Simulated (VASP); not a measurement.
# BiS (Pm-3m) in VASP: a series of runs

The runs below take BiS through single point, with LDA, r2SCAN0.

Everything below comes from runs of VASP 6.6.1. Logs are shortened: lines on timing, memory, paths and dates and some standing lists are left out, and cuts for length are marked.

## Step 1: The cell of the first run

Symmetry: Pm-3m, No. 221, cubic system. Conventional cell: a = 4.003 Å, b = 4.003 Å, c = 4.003 Å, α = 90.00°, β = 90.00°, γ = 90.00°. Within 4.6 Å of Bi (site symmetry m-3m) lie 8 S at 3.47 Å and 6 Bi at 4.00 Å. Within 4.6 Å of S (site symmetry m-3m) lie 8 Bi at 3.47 Å and 6 S at 4.00 Å.

## Step 2: Single point, LDA

INCAR reads:

```
SYSTEM = BiS
ALGO = Normal ; EDIFF = 1E-6
ENCUT = 520 ; ISIF = 2
ISMEAR = 1 ; LASPH = .TRUE.
LCHARG = .FALSE. ; LREAL = .FALSE.
LWAVE = .FALSE. ; NBANDS = 18
NELM = 80 ; PREC = Accurate
SIGMA = 0.05
```

KPOINTS reads:

```
k-points
0
G
  6 6 6
  0 0 0
```

POSCAR reads:

```
BiS
1.0
    4.0029443400      0.0000000000      0.0000000000
    0.0000000000      4.0029443400      0.0000000000
    0.0000000000      0.0000000000      4.0029443400
Bi S
1 1
Direct
    0.5000000000      0.5000000000      0.5000000000
    0.0000000000      0.0000000000      0.0000000000
```

Potentials or basis: VASP PAW LDA potentials, release 64 (Bi_d, S).

Started as:

```bash
> cat potpaw_LDA.64/Bi_d/POTCAR potpaw_LDA.64/S/POTCAR > POTCAR
> mpirun -np 1 vasp_std > vasp.out
```

OUTCAR:

```text
SYSTEM = BiS
   EDIFF = 1E-6
   ENCUT = 520
   ISIF = 2
   ISMEAR = 1
   LASPH = .TRUE.
   LREAL = .FALSE.
   NELM = 80
   PREC = Accurate

 ion  position               nearest neighbor table
   1  0.500  0.500  0.500-
   2  0.000  0.000  0.000-

  LATTYP: Found a simple cubic cell.
 ALAT       =     4.0029443400

  Lattice vectors:

 A1 = (   4.0029443400,   0.0000000000,   0.0000000000)
 A2 = (   0.0000000000,   4.0029443400,   0.0000000000)
 A3 = (   0.0000000000,   0.0000000000,   4.0029443400)

Analysis of symmetry for initial positions (statically):
=====================================================================
 Subroutine PRICEL returns:
 Original cell was already a primitive cell.

 Routine SETGRP: Setting up the symmetry group for a
 simple cubic supercell.

 Subroutine GETGRP returns: Found 48 space group operations
 (whereof 48 operations were pure point group operations)
 out of a pool of 48 trial point group operations.

The static configuration has the point symmetry O_h .

Analysis of symmetry for dynamics (positions and initial velocities):
=====================================================================
 Subroutine PRICEL returns:
 Original cell was already a primitive cell.

 Routine SETGRP: Setting up the symmetry group for a
 simple cubic supercell.

 Subroutine GETGRP returns: Found 48 space group operations
 (whereof 48 operations were pure point group operations)
 out of a pool of 48 trial point group operations.

The dynamic configuration has the point symmetry O_h .

 Subroutine INISYM returns: Found 48 space group operations
 (whereof 48 operations are pure point group operations),
 and found     1 'primitive' translations

----------------------------------------------------------------------------------------

                                     Primitive cell

  volume of cell :      64.1414

  direct lattice vectors                    reciprocal lattice vectors
     4.002944340  0.000000000  0.000000000     0.249816114  0.000000000  0.000000000
     0.000000000  4.002944340  0.000000000     0.000000000  0.249816114  0.000000000
     0.000000000  0.000000000  4.002944340     0.000000000  0.000000000  0.249816114

  length of vectors
     4.002944340  4.002944340  4.002944340     0.249816114  0.249816114  0.249816114

  position of ions in fractional coordinates (direct lattice)
     0.500000000  0.500000000  0.500000000
     0.000000000  0.000000000  0.000000000

  ion indices of the primitive-cell ions
   primitive index   ion index
                 1           1
                 2           2

----------------------------------------------------------------------------------------

 KPOINTS: k-points

Automatic generation of k-mesh.
 Grid dimensions read from file:
 generate k-points for:    6    6    6

 Generating k-lattice:

  Cartesian coordinates                     Fractional coordinates (reciprocal lattice)
     0.041636019  0.000000000  0.000000000     0.166666667  0.000000000  0.000000000
     0.000000000  0.041636019  0.000000000     0.000000000  0.166666667  0.000000000
     0.000000000  0.000000000  0.041636019     0.000000000  0.000000000  0.166666667

  Length of vectors
     0.041636019  0.041636019  0.041636019

  Shift w.r.t. Gamma in fractional coordinates (k-lattice)
     0.000000000  0.000000000  0.000000000

 Subroutine IBZKPT returns following result:
 ===========================================

 Found     20 irreducible k-points:

 Following reciprocal coordinates:
            Coordinates               Weight
  0.000000  0.000000  0.000000      1.000000
  0.166667  0.000000  0.000000      6.000000
  0.333333  0.000000  0.000000      6.000000
  0.500000  0.000000  0.000000      3.000000
  0.166667  0.166667  0.000000     12.000000
  0.333333  0.166667  0.000000     24.000000
[... 12 lines left out ...]
  0.500000  0.500000  0.333333      6.000000
  0.500000  0.500000  0.500000      1.000000
   k-points           NKPTS =     20   k-points in BZ     NKDIM =     20   number of bands    NBANDS=     18
   number of dos      NEDOS =    301   number of ions     NIONS =      2
   total plane-waves  NPLWV =  27000
   dimension x,y,z NGX =    30 NGY =   30 NGZ =   30
   dimension x,y,z NGXF=    60 NGYF=   60 NGZF=   60
   ions per type =               1   1
   NGX,Y,Z   is equivalent  to a cutoff of  12.46, 12.46, 12.46 a.u.
   NGXF,Y,Z  is equivalent  to a cutoff of  24.92, 24.92, 24.92 a.u.
 SYSTEM =  BiS
   PREC   = accura    normal or accurate (medium, high low for compatibility)
   ISTART =      0    job   : 0-new  1-cont  2-samecut
   ICHARG =      2    charge: 1-file 2-atom 10-const
   ISPIN  =      1    spin polarized calculation?
   LNONCOLLINEAR =      F non collinear calculations
   LSORBIT =      F    spin-orbit coupling
   LASPH  =      T    aspherical Exc in radial PAW
   ENCUT  =  520.0 eV  38.22 Ry    6.18 a.u.   7.44  7.44  7.44*2*pi/ulx,y,z
   NELM   =     80;   NELMIN=  2; NELMDL= -5     # of ELM steps
   EDIFF  = 0.1E-05   stopping-criterion for ELM
   LREAL  =      F    real-space projection
   EDIFFG = 0.1E-04   stopping-criterion for IOM
   NSW    =      0    number of steps for IOM
   IBRION =     -1    ionic relax: 0-MD 1-quasi-New 2-CG
   NFREE  =      0    steps in history (QN), initial steepest desc. (CG)
   ISIF   =      2    stress and relaxation
   ISYM   =      2    0-nonsym 1-usesym 2-fastsym
   POTIM  = 0.5000    time-step for ionic-motion
   TEBEG  =    0.0;   TEEND  =   0.0 temperature during run
   PSTRESS=    0.0 pullay stress
   NELECT =      21.0000    total number of electrons
   NUPDOWN=      -1.0000    fix difference up-down
   EMIN   =  10.00;   EMAX   =-10.00  energy-range for DOS
   EFERMI =   0.00;   METHOD = LEGACY
   ISMEAR =     1;   SIGMA  =   0.05  broadening in eV -4-tet -1-fermi 0-gaus
   EFERMI_NEDOS =   21; number of points for ismear=-14 and -15
   IALGO  =     38    algorithm
   IMIX   =      4    mixing-type and parameters
     AMIX     =   0.40;   BMIX     =  1.00
     AMIX_MAG =   1.60;   BMIX_MAG =  1.00
  volume/ion in A,a.u.               =      32.07       216.42
  Fermi-wavevector in a.u.,A,eV,Ry     =   1.128327  2.132229 17.321879  1.273122
  Thomas-Fermi vector in A             =   2.265017
   LORBIT       =      0    0 simple, 1 ext, 2 COOP (PROOUT), +10 PAW based schemes
   GGA     = CA    functional components
   LHFCALC =     F    Hartree Fock is set to
   AEXX    =    0.0000 exact exchange contribution
   IVDW    =     0    specifies the selected vdW correction
   LEPSILON=     F    determine dielectric tensor
   LRPA    =     F    only Hartree local field effects (RPA)
 non-spin polarized calculation
 Methfessel and Paxton  Order N= 1 SIGMA  =   0.05
  energy-cutoff  :      520.00
  volume of cell :       64.14
 maximum number of plane-waves:      1755
 NGX is ok and might be reduce to    30
   NGX = 15   NGY = 15   NGZ = 15

 number of electron      21.0000014 magnetization

 Free energy of the ion-electron system (eV)
  ---------------------------------------------------
  ext. energy  EPLUGINS =         0.00000000
  ---------------------------------------------------
  free energy    TOTEN  =        -8.05457901 eV

  energy without entropy =       -8.05299890  energy(sigma->0) =       -8.05405231

 E-fermi :   4.1209     XC(G=0):  -9.4130

 val. band max:        4.1165399671   @ k =   0.5000   0.3333   0.1667
 cond. band min:       4.1534336543   @ k =   0.5000   0.3333   0.3333
 fundamental gap:      0.0368936871
 Fermi energy:         4.1209499588

 k-point     1 :       0.0000    0.0000    0.0000
  band No.  band energies     occupation
      1     -19.3956      2.00000
      2     -19.3956      2.00000
      3     -19.3515      2.00000
      4     -19.3515      2.00000
      5     -19.3515      2.00000
      6      -8.7868      2.00000
[... 10 lines left out ...]
     17      14.9843      0.00000
     18      14.9843      0.00000

 k-point     2 :       0.1667    0.0000    0.0000
  band No.  band energies     occupation
      1     -19.3953      2.00000
      2     -19.3876      2.00000
      3     -19.3537      2.00000
      4     -19.3537      2.00000
      5     -19.3514      2.00000
      6      -8.6084      2.00000
[... 10 lines left out ...]
     17      14.5278      0.00000
     18      14.5799      0.00000

 k-point     3 :       0.3333    0.0000    0.0000
  band No.  band energies     occupation
      1     -19.3948      2.00000
      2     -19.3716      2.00000
      3     -19.3579      2.00000
      4     -19.3579      2.00000
      5     -19.3510      2.00000
      6      -8.1143      2.00000
[... 10 lines left out ...]
     17      14.5347      0.00000
     18      14.6817      0.00000

 k-point     4 :       0.5000    0.0000    0.0000
  band No.  band energies     occupation
      1     -19.3946      2.00000
      2     -19.3636      2.00000
      3     -19.3601      2.00000
      4     -19.3601      2.00000
      5     -19.3508      2.00000
      6      -7.6179      2.00000
[... 291 lines left out ...]
      4     -19.3582      2.00000
      5     -19.3502      2.00000
      6      -7.2407      2.00000
[... 10 lines left out ...]
     17      16.3179      0.00000
     18      16.4844      0.00000

 k-point    19 :       0.5000    0.5000    0.3333
  band No.  band energies     occupation
      1     -19.3694      2.00000
      2     -19.3665      2.00000
      3     -19.3665      2.00000
      4     -19.3541      2.00000
      5     -19.3460      2.00000
      6      -7.1858      2.00000
[... 10 lines left out ...]
     17      15.8507      0.00000
     18      17.7862      0.00000

 k-point    20 :       0.5000    0.5000    0.5000
  band No.  band energies     occupation
      1     -19.3689      2.00000
      2     -19.3689      2.00000
      3     -19.3689      2.00000
      4     -19.3459      2.00000
      5     -19.3459      2.00000
      6      -7.1406      2.00000
[... 10 lines left out ...]
     17      17.5537      0.00000
     18      17.5537      0.00000

------------------------ aborting loop because EDIFF is reached ----------------------------------------

  FORCE on cell =-STRESS in cart. coord.  units (eV):
  Direction    XX          YY          ZZ          XY          YZ          ZX
  --------------------------------------------------------------------------------------
  -------------------------------------------------------------------------------------
  Total       -5.5515103     -5.5515103     -5.5515103      0.0000000      0.0000000     -0.0000000
  in kB     -138.6701795   -138.6701795   -138.6701795      0.0000000      0.0000000     -0.0000000
  external PRESSURE =    -138.6701795 kB  Pullay stress =       0.0000000 kB

 VOLUME and BASIS-vectors are now :
 -----------------------------------------------------------------------------
  energy-cutoff  :      520.00
  volume of cell :       64.14
      direct lattice vectors                 reciprocal lattice vectors
     4.002944340  0.000000000  0.000000000     0.249816114  0.000000000  0.000000000
     0.000000000  4.002944340  0.000000000     0.000000000  0.249816114  0.000000000
     0.000000000  0.000000000  4.002944340     0.000000000  0.000000000  0.249816114

 POSITION                                       TOTAL-FORCE (eV/Angst)
 -----------------------------------------------------------------------------------
      2.00147      2.00147      2.00147         0.000000      0.000000      0.000000
      0.00000      0.00000      0.00000         0.000000      0.000000      0.000000
 -----------------------------------------------------------------------------------
    total drift:                                0.000000      0.000000      0.000000

  FREE ENERGIE OF THE ION-ELECTRON SYSTEM (eV)
  ---------------------------------------------------
  free  energy   TOTEN  =        -8.0545790134 eV

  energy  without entropy=       -8.0529989038  energy(sigma->0) =       -8.05405231
```

Run time: 34 s. Hardware: 1 thread of Intel Xeon 8259CL, shared host; peak memory 0.16 GiB.

What came out:

| Property | Result |
| --- | --- |
| Free energy | -8.0546 eV |
| Pressure | -13.9 GPa |

Levels at points of the mesh, in eV from the Fermi level:
```
           k point  band 7  band 8  band 9  band 10  band 11  band 12  band 13  band 14
(0.00, 0.00, 0.00)   -9.86   -2.04   -2.04    -2.04     2.60     2.60     2.60     4.59
(0.50, 0.00, 0.00)  -11.10   -1.76   -1.61    -1.11    -1.11     1.13     1.13     6.42
(0.50, 0.50, 0.00)  -10.53   -4.18   -4.18    -0.92     1.55     1.55     1.91     5.63
(0.50, 0.50, 0.50)  -10.06   -2.43   -2.43    -2.43    -1.70    -1.70    -1.70     9.99
```

Caveat: spin-orbit coupling is left out, which moves the levels of the heavy elements.

## Step 3: Single point, r2SCAN0

POSCAR is that of step 2.

INCAR.step1 reads:

```
PREC     = Accurate       # precision mode
ENCUT    = 520            # plane-wave cutoff, eV
EDIFF    = 1E-5           # SCF threshold, eV
ISMEAR   = -1             # smearing method
SIGMA    = 0.05           # smearing width, eV
LREAL    = F              # projectors in reciprocal space
LASPH    = T              # aspherical terms in the spheres
NELM     = 100            # most SCF steps
ALGO     = Normal         # electronic algorithm
ISIF     = 2              # what is computed and relaxed
LWAVE    = T              # write WAVECAR
LCHARG   = F              # write CHGCAR
GGA      = PE             # functional
NBANDS   = 18             # bands
```

INCAR.step2 reads:

```
PREC     = Accurate       # precision mode
ENCUT    = 520            # plane-wave cutoff, eV
EDIFF    = 1E-6           # SCF threshold, eV
ISMEAR   = -1             # smearing method
SIGMA    = 0.05           # smearing width, eV
LREAL    = F              # projectors in reciprocal space
LASPH    = T              # aspherical terms in the spheres
NELM     = 100            # most SCF steps
ALGO     = Normal         # electronic algorithm
ISIF     = 2              # what is computed and relaxed
LWAVE    = F              # write WAVECAR
LCHARG   = F              # write CHGCAR
METAGGA  = R2SCAN         # meta-GGA
LHFCALC  = T              # exact exchange
AEXX     = 0.25           # exact-exchange fraction
LMIXTAU  = T            
PRECFOCK = Normal       
ISTART   = 1            
NBANDS   = 18             # bands
```

KPOINTS reads:

```
Automatic mesh
0
Gamma
  4 4 4
```

Potentials or basis: VASP PAW PBE potentials, release 64 (Bi_d, S).

Started as:

```bash
> cat potpaw_PBE.64/Bi_d/POTCAR potpaw_PBE.64/S/POTCAR > POTCAR
> cp INCAR.step1 INCAR
> mpirun -np 1 vasp_std > vasp.out
> cp INCAR.step2 INCAR
> mpirun -np 1 vasp_std > vasp.out
```

Wall time 5.8 min (1 thread of Intel Xeon Platinum 8488C (Sapphire Rapids), shared host); peak memory 0.19 GiB.

Results (log left out):

```
Free energy : -53.6702 eV
Pressure    : -13.9 GPa
```

Levels at points of the mesh, in eV from the Fermi level:
```tsv
k point	band 7	band 8	band 9	band 10	band 11	band 12	band 13	band 14
(0.00, 0.00, 0.00)	-11.45	-2.99	-2.99	-2.99	3.67	3.67	3.67	5.78
(0.50, 0.00, 0.00)	-12.75	-2.49	-1.94	-1.94	-1.73	1.93	1.93	7.81
(0.50, 0.50, 0.00)	-12.03	-5.33	-5.33	-1.73	2.46	2.46	2.81	6.97
(0.50, 0.50, 0.50)	-11.47	-3.35	-3.35	-3.35	-1.99	-1.99	-1.99	11.90
```

Caveat: the k points lie up to 0.39 Å⁻¹ apart; the PAW data sets were made with another functional, which shifts forces and pressure a little; spin-orbit coupling is left out, which moves the levels of the heavy elements.
